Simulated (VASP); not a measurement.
Runs of VASP 6.6.1 on MgSn2O3. The structure is that of space group P6/mmm (No. 191), or close to it. The cells are those of the table. The cell was generated, and may not be a known phase.

```tsv
task	cell	k mesh	cutoff (eV)	gap on the mesh (eV)	pressure (GPa)
single point	a = 6.168, b = 6.168, c = 3.933 Å, angles 90.0, 90.0, 120.0°, 6 atoms	6 × 6 × 10	520	none	0.0
single point	a = 6.198, b = 6.198, c = 3.939 Å, angles 90.0, 90.0, 120.0°, 6 atoms	6 × 6 × 4	520	none	0.1
relaxation of cell and atoms	relaxed from a = 6.198, b = 6.198, c = 3.939 Å, angles 90.0, 90.0, 120.0°, 6 atoms	6 × 6 × 10	600	none	0.0
single point	a = 4.271, b = 4.271, c = 7.252 Å, angles 90.0, 90.0, 120.0°, 6 atoms	6 × 6 × 4	520	none	(a)
```

Alike in all rows: level PBE; potentials or basis VASP PAW PBE potentials, release 64 (Mg, Sn_d, O); no spin polarisation; smearing gaussian 0.1 eV.

Q: Estimate the missing entries.

A: (a) 22.4.

Caveats: some runs use coarse meshes; semilocal functionals underestimate gaps, and a narrow one can read as zero; spin-orbit coupling is left out, which moves the levels of the heavy elements; the stress differs along the axes, from -11 to 39 GPa (at least some runs).

A k mesh can miss the band edges, and the runs leave out spin-orbit coupling on Sn.

A gap of «none» marks levels without a gap at the run's occupations.
